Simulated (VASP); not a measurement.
A run of VASP 6.6.1 is set up as follows.

File INCAR:

```
SYSTEM = BAs
  PREC = Accurate
  ENCUT = 520
  EDIFF = 1E-6
  ISMEAR = 0
  SIGMA = 0.05
  LREAL = .False.
  LASPH = .True.
  NELM = 100
  ALGO = Normal
  ISIF = 2
  LWAVE = .False.
  LCHARG = .False.
  GGA = PE
  NBANDS = 11
```

The input KPOINTS:

```
Automatic mesh
0
Gamma
  12 12 12
  0 0 0
```

POSCAR

```
BAs
1.0
    0.0000000000      2.2476645550      2.6971974660
    2.2476645550      0.0000000000      2.6971974660
    2.2476645550      2.2476645550      0.0000000000
B As
1 1
Direct
    0.0000000000      0.0000000000      0.0000000000
    0.7500000000      0.7500000000      0.7500000000
```

Potentials or basis: VASP PAW PBE potentials, release 64 (B, As).

The run is started by

```bash
$ cat potpaw_PBE.64/B/POTCAR potpaw_PBE.64/As/POTCAR > POTCAR
$ mpirun -np 1 vasp_std > vasp.out
```

Predict the pressure.

3.5 GPa.

Estimate the band gap on the k mesh.

zero (band 4 reaches 6.88 eV, above the bottom of band 5 at 6.67 eV).

Stress tensor (GPa, compression positive):
```
 19.09   0.00   0.00
  0.00  19.09   0.00
  0.00   0.00 -27.71
```
